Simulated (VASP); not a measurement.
# Al (Immm) in VASP: further runs

Runs on Al. Level: PBEsol+D3(BJ). Tasks: single point.

Everything below comes from runs of VASP 6.6.1. Logs are shortened: lines on timing, memory, paths and dates and some standing lists are left out, and cuts for length are marked.

### 1 The cell of the first run

It takes space group Immm (No. 71, orthorhombic). Conventional cell: a = 2.767 Å, b = 2.837 Å, c = 3.963 Å, α = 90.00°, β = 90.00°, γ = 90.00°. Within 3.6 Å of Al (site symmetry mmm) lie 12 Al at 2.77 to 2.84 Å.

### 2 Single point, PBEsol+D3(BJ) (strain +0.0250 x Voigt [0, 0, 0, 0, 0, 1])

INCAR reads:

```
SYSTEM = Al
ALGO = Fast ; EDIFF = 1E-6
ENCUT = 520 ; GGA = PS
ISIF = 2 ; ISMEAR = 0
IVDW = 12 ; LASPH = .TRUE.
LCHARG = .FALSE. ; LREAL = .FALSE.
LWAVE = .FALSE. ; NBANDS = 8
NELM = 60 ; PREC = Accurate
SIGMA = 0.15
```

KPOINTS reads:

```
k-points
0
G
  26 26 26
  0 0 0
```

POSCAR reads:

```
Al
1.0
    0.0247659702      1.9812776140      1.9812776140
    1.9812776140      0.0247659702      1.9812776140
    2.0060435842      2.0060435842      0.0000000000
Al
1
Direct
    0.0000000000      0.0000000000      0.0000000000
```

Potentials or basis: VASP PAW PBE potentials, release 64 (Al).

Started as:

```console
cat potpaw_PBE.64/Al/POTCAR > POTCAR
mpirun -np 1 vasp_std > vasp.out
```

OUTCAR:

```text
SYSTEM = Al
   EDIFF = 1E-6
   ENCUT = 520
   GGA = PS
   ISIF = 2
   ISMEAR = 0
   IVDW = 12
   LASPH = .TRUE.
   LREAL = .FALSE.
   NELM = 60
   PREC = Accurate
 IVDW          = 12

 ion  position               nearest neighbor table
   1  0.000  0.000  0.000-

  LATTYP: Found a body centered orthorhombic cell.
 ALAT       =     2.7669253016
 B/A-ratio  =     1.0253164557
 C/A-ratio  =     1.4321149999

  Lattice vectors:

 A1 = (   1.9812776140,   0.0247659702,  -1.9812776140)
 A2 = (  -1.9812776140,  -0.0247659702,  -1.9812776140)
 A3 = (   0.0247659702,   1.9812776140,   1.9812776140)

Analysis of symmetry for initial positions (statically):
=====================================================================
 Subroutine PRICEL returns:
 Original cell was already a primitive cell.

 Routine SETGRP: Setting up the symmetry group for a
 body centered orthorhombic supercell.

 Subroutine GETGRP returns: Found  8 space group operations
 (whereof  8 operations were pure point group operations)
 out of a pool of  8 trial point group operations.

The static configuration has the point symmetry D_2h.

Analysis of symmetry for dynamics (positions and initial velocities):
=====================================================================
 Subroutine PRICEL returns:
 Original cell was already a primitive cell.

 Routine SETGRP: Setting up the symmetry group for a
 body centered orthorhombic supercell.

 Subroutine GETGRP returns: Found  8 space group operations
 (whereof  8 operations were pure point group operations)
 out of a pool of  8 trial point group operations.

The dynamic configuration has the point symmetry D_2h.

 Subroutine INISYM returns: Found  8 space group operations
 (whereof  8 operations are pure point group operations),
 and found     1 'primitive' translations

----------------------------------------------------------------------------------------

                                     Primitive cell

  volume of cell :      15.5524

  direct lattice vectors                    reciprocal lattice vectors
     0.024765970  1.981277614  1.981277614    -0.255556874  0.255556874  0.252362413
     1.981277614  0.024765970  1.981277614     0.255556874 -0.255556874  0.252362413
     2.006043584  2.006043584  0.000000000     0.249246828  0.249246828 -0.252362413

  length of vectors
     2.802059122  2.802059122  2.836974043     0.440800884  0.440800884  0.433514417

  position of ions in fractional coordinates (direct lattice)
     0.000000000  0.000000000  0.000000000

  ion indices of the primitive-cell ions
   primitive index   ion index
                 1           1

----------------------------------------------------------------------------------------

 KPOINTS: k-points

Automatic generation of k-mesh.
 Grid dimensions read from file:
 generate k-points for:   26   26   26

 Generating k-lattice:

  Cartesian coordinates                     Fractional coordinates (reciprocal lattice)
    -0.009829111  0.009829111  0.009706247     0.038461538  0.000000000  0.000000000
     0.009829111 -0.009829111  0.009706247     0.000000000  0.038461538  0.000000000
     0.009586416  0.009586416 -0.009706247     0.000000000  0.000000000  0.038461538

  Length of vectors
     0.016953880  0.016953880  0.016673631

  Shift w.r.t. Gamma in fractional coordinates (k-lattice)
     0.000000000  0.000000000  0.000000000

 Subroutine IBZKPT returns following result:
 ===========================================

 Found   2471 irreducible k-points:

 Following reciprocal coordinates:
            Coordinates               Weight
  0.000000  0.000000  0.000000      1.000000
  0.038462  0.000000  0.000000      4.000000
  0.076923  0.000000  0.000000      4.000000
  0.115385  0.000000  0.000000      4.000000
  0.153846  0.000000  0.000000      4.000000
  0.192308  0.000000  0.000000      4.000000
[... 16 lines left out ...]
  0.346154  0.038462  0.000000      4.000000
  0.384615  0.038462  0.000000      4.000000
 [... further k-points ...]
   k-points           NKPTS =   2471   k-points in BZ     NKDIM =   2471   number of bands    NBANDS=      8
   number of dos      NEDOS =    301   number of ions     NIONS =      1
   total plane-waves  NPLWV =  13824
   dimension x,y,z NGX =    24 NGY =   24 NGZ =   24
   dimension x,y,z NGXF=    48 NGYF=   48 NGZF=   48
   ions per type =               1
   NGX,Y,Z   is equivalent  to a cutoff of  14.24, 14.24, 14.06 a.u.
   NGXF,Y,Z  is equivalent  to a cutoff of  28.48, 28.48, 28.13 a.u.
 SYSTEM =  Al
   PREC   = accura    normal or accurate (medium, high low for compatibility)
   ISTART =      0    job   : 0-new  1-cont  2-samecut
   ICHARG =      2    charge: 1-file 2-atom 10-const
   ISPIN  =      1    spin polarized calculation?
   LNONCOLLINEAR =      F non collinear calculations
   LSORBIT =      F    spin-orbit coupling
   LASPH  =      T    aspherical Exc in radial PAW
   ENCUT  =  520.0 eV  38.22 Ry    6.18 a.u.   5.21  5.21  5.27*2*pi/ulx,y,z
   NELM   =     60;   NELMIN=  2; NELMDL= -5     # of ELM steps
   EDIFF  = 0.1E-05   stopping-criterion for ELM
   LREAL  =      F    real-space projection
   EDIFFG = 0.1E-04   stopping-criterion for IOM
   NSW    =      0    number of steps for IOM
   IBRION =     -1    ionic relax: 0-MD 1-quasi-New 2-CG
   NFREE  =      0    steps in history (QN), initial steepest desc. (CG)
   ISIF   =      2    stress and relaxation
   ISYM   =      2    0-nonsym 1-usesym 2-fastsym
   POTIM  = 0.5000    time-step for ionic-motion
   TEBEG  =    0.0;   TEEND  =   0.0 temperature during run
   PSTRESS=    0.0 pullay stress
   NELECT =       3.0000    total number of electrons
   NUPDOWN=      -1.0000    fix difference up-down
   EMIN   =  10.00;   EMAX   =-10.00  energy-range for DOS
   EFERMI =   0.00;   METHOD = LEGACY
   ISMEAR =     0;   SIGMA  =   0.15  broadening in eV -4-tet -1-fermi 0-gaus
   EFERMI_NEDOS =   21; number of points for ismear=-14 and -15
   IALGO  =     68    algorithm
   IMIX   =      4    mixing-type and parameters
     AMIX     =   0.40;   BMIX     =  1.00
     AMIX_MAG =   1.60;   BMIX_MAG =  1.00
  volume/ion in A,a.u.               =      15.55       104.95
  Fermi-wavevector in a.u.,A,eV,Ry     =   0.945909  1.787508 12.173720  0.894743
  Thomas-Fermi vector in A             =   2.073856
   LORBIT       =      0    0 simple, 1 ext, 2 COOP (PROOUT), +10 PAW based schemes
   GGA     = PS    functional components
   LHFCALC =     F    Hartree Fock is set to
   AEXX    =    0.0000 exact exchange contribution
   IVDW    =    12    specifies the selected vdW correction
   LEPSILON=     F    determine dielectric tensor
   LRPA    =     F    only Hartree local field effects (RPA)
 non-spin polarized calculation
 RMM-DIIS sequential band-by-band and
 Gauss-broadening in eV      SIGMA  =   0.15
  energy-cutoff  :      520.00
  volume of cell :       15.55
 maximum number of plane-waves:       434
 NGX is ok and might be reduce to    24
   NGX = 11   NGY = 11   NGZ = 11

 number of electron       3.0000000 magnetization

 Free energy of the ion-electron system (eV)
  ---------------------------------------------------
  ext. energy  EPLUGINS =         0.00000000
  ---------------------------------------------------
  free energy    TOTEN  =        -4.08677757 eV

  energy without entropy =       -4.08265451  energy(sigma->0) =       -4.08471604

 E-fermi :   8.5896     XC(G=0): -10.4741

 val. band max:        8.5854413845   @ k =  -0.3846   0.0000   0.3462
 cond. band min:       8.5906880401   @ k =  -0.3846   0.3846   0.1923
 fundamental gap:      0.0052466556
 Fermi energy:         8.5895902854

 k-point     1 :       0.0000    0.0000    0.0000
  band No.  band energies     occupation
      1      -2.9654      2.00000
      2      21.1005      0.00000
      3      21.4881      0.00000
      4      21.9217      0.00000
      5      23.0028      0.00000
      6      23.3558      0.00000
      7      23.9188      0.00000
      8      25.6117      0.00000

 k-point     2 :       0.0385    0.0000    0.0000
  band No.  band energies     occupation
      1      -2.9229      2.00000
      2      20.9181      0.00000
      3      20.9577      0.00000
      4      21.5239      0.00000
      5      23.2149      0.00000
      6      23.5596      0.00000
      7      24.1601      0.00000
      8      26.1604      0.00000

 k-point     3 :       0.0769    0.0000    0.0000
  band No.  band energies     occupation
      1      -2.7954      2.00000
      2      19.4718      0.00000
      3      20.6481      0.00000
      4      21.1606      0.00000
      5      23.7293      0.00000
      6      23.8175      0.00000
      7      24.4861      0.00000
      8      27.4570      0.00000

 k-point     4 :       0.1154    0.0000    0.0000
  band No.  band energies     occupation
      1      -2.5831      2.00000
      2      17.8707      0.00000
      3      20.3114      0.00000
      4      20.8035      0.00000
      5      23.8156      0.00000
      6      24.3916      0.00000
      7      25.0485      0.00000
      8      26.8474      0.00000

 k-point     5 :       0.1538    0.0000    0.0000
  band No.  band energies     occupation
      1      -2.2866      2.00000
      2      16.2567      0.00000
      3      20.0051      0.00000
      4      20.4809      0.00000
      5      23.6877      0.00000
      6      25.0287      0.00000
      7      25.5340      0.00000
      8      26.1306      0.00000
[... 177 lines left out ...]
 k-point    22 :       0.3077    0.0385    0.0000
  band No.  band energies     occupation
      1      -0.4594      2.00000
      2      10.7230      0.00000
      3      18.5820      0.00000
      4      19.9776      0.00000
      5      22.0182      0.00000
      6      23.7175      0.00000
      7      24.0037      0.00000
      8      27.4022      0.00000

 k-point    23 :       0.3462    0.0385    0.0000
  band No.  band energies     occupation
      1       0.2193      2.00000
      2       9.3363      0.00000
      3      18.5625      0.00000
      4      19.9554      0.00000
      5      21.3786      0.00000
      6      23.0650      0.00000
      7      24.0030      0.00000
      8      26.7503      0.00000

 k-point    24 :       0.3846    0.0385    0.0000
  band No.  band energies     occupation
      1       0.9768      2.00000
      2       8.0150      2.00000
      3      18.6132      0.00000
      4      19.9986      0.00000
      5      20.8117      0.00000
      6      22.4758      0.00000
      7      24.0681      0.00000
      8      26.1350      0.00000

 [... further k-points ...]

------------------------ aborting loop because EDIFF is reached ----------------------------------------

 Edisp (eV)   -0.33711

 E8    (eV) :    -0.2270

  FORCE on cell =-STRESS in cart. coord.  units (eV):
  Direction    XX          YY          ZZ          XY          YZ          ZX
  --------------------------------------------------------------------------------------
  -------------------------------------------------------------------------------------
  Total       0.01979     0.01979     0.01086    -0.12855     0.00000     0.00000
  in kB       2.03887     2.03887     1.11850   -13.24301     0.00000     0.00000
  external pressure =        1.73 kB  Pullay stress =        0.00 kB

 VOLUME and BASIS-vectors are now :
 -----------------------------------------------------------------------------
  energy-cutoff  :      520.00
  volume of cell :       15.55
      direct lattice vectors                 reciprocal lattice vectors
     0.024765970  1.981277614  1.981277614    -0.255556874  0.255556874  0.252362413
     1.981277614  0.024765970  1.981277614     0.255556874 -0.255556874  0.252362413
     2.006043584  2.006043584  0.000000000     0.249246828  0.249246828 -0.252362413

 POSITION                                       TOTAL-FORCE (eV/Angst)
 -----------------------------------------------------------------------------------
      0.00000      0.00000      0.00000         0.000000     -0.000000     -0.000000
 -----------------------------------------------------------------------------------
    total drift:                                0.000000      0.000000     -0.000000

  FREE ENERGIE OF THE ION-ELECTRON SYSTEM (eV)
  ---------------------------------------------------
  free  energy   TOTEN  =        -4.4238858768 eV

  energy  without entropy=       -4.4197628218  energy(sigma->0) =       -4.42182435
```

Wall time 11 min (1 thread of AMD EPYC, shared host); peak memory 0.34 GiB.

Results:

- Free energy: -4.4239 eV
- Pressure: 0.2 GPa
- Band gap on the k mesh: zero (an odd number of electrons rules out a gap without spin polarisation)
- Dispersion energy per atom: -0.337 eV

Levels at points of the mesh, in eV from the Fermi level:
| k point | band 1 | band 2 | band 3 | band 4 | band 5 |
| --- | --- | --- | --- | --- | --- |
| (0.00, 0.00, 0.00) | -11.55 | 12.51 | 12.90 | 13.33 | 14.41 |
| (0.50, 0.00, 0.00) | -4.77 | -4.31 | 11.34 | 11.71 | 11.78 |
| (0.50, 0.50, 0.00) | -3.07 | -1.64 | 5.22 | 5.40 | 6.34 |
| (0.00, 0.00, 0.50) | -4.91 | -4.62 | 11.62 | 12.07 | 12.12 |
| (0.50, 0.00, 0.50) | -3.07 | -1.63 | 5.26 | 5.86 | 5.86 |

Caveat: the cell differs from its parent crystal (strain +0.0250 x Voigt [0, 0, 0, 0, 0, 1]); the PAW data sets were made with another functional, which shifts forces and pressure a little.

### 3 Single point, PBEsol+D3(BJ) (strain +0.0150 x Voigt [0, 0, 0, 0, 0, 1])

INCAR reads:

```
ALGO = Fast
EDIFF = 1E-6
ENCUT = 520
GGA = PS
ISIF = 2
ISMEAR = 0
IVDW = 12
LASPH = True
LCHARG = False
LREAL = False
LWAVE = False
NBANDS = 8
NELM = 100
PREC = Accurate
SIGMA = 0.15
```

KPOINTS reads:

```
k-points
0
Gamma
  26 26 26
```

POSCAR reads:

```
Al
1.0
    0.0148595821      1.9812776140      1.9812776140
    1.9812776140      0.0148595821      1.9812776140
    1.9961371961      1.9961371961      0.0000000000
Al
1
Direct
    0.0000000000      0.0000000000      0.0000000000
```

Potentials or basis: VASP PAW PBE potentials, release 64 (Al).

Started as:

```console
cat potpaw_PBE.64/Al/POTCAR > POTCAR
mpirun -np 1 vasp_std > vasp.out
```

It took 11 min on 1 thread of AMD EPYC, shared host; peak memory 0.35 GiB.

It converged, with:

```yaml
Free_energy: -4.4249 eV
Pressure: 0.1 GPa
Band_gap_on_the_k_mesh: zero (an odd number of electrons rules out a gap without spin polarisation)
Dispersion_energy_per_atom: -0.337 eV
```

Stress tensor (GPa, compression positive):
```
 0.14 -0.82  0.00
-0.82  0.14  0.00
 0.00  0.00  0.12
```

Levels at points of the mesh, in eV from the Fermi level:
```csv
k point,band 1,band 2,band 3,band 4,band 5,band 6
"(0.00, 0.00, 0.00)",-11.55,12.67,12.91,13.16,14.59,14.83
"(0.50, 0.00, 0.00)",-4.80,-4.37,11.48,11.74,11.84,11.96
"(0.50, 0.50, 0.00)",-3.07,-1.64,5.24,5.58,6.14,9.64
"(0.00, 0.00, 0.50)",-4.88,-4.56,11.65,11.92,12.08,12.23
"(0.50, 0.00, 0.50)",-3.07,-1.64,5.25,5.86,5.86,9.62
```

Caveat: the cell differs from its parent crystal (strain +0.0150 x Voigt [0, 0, 0, 0, 0, 1]); the PAW data sets were made with another functional, which shifts forces and pressure a little.
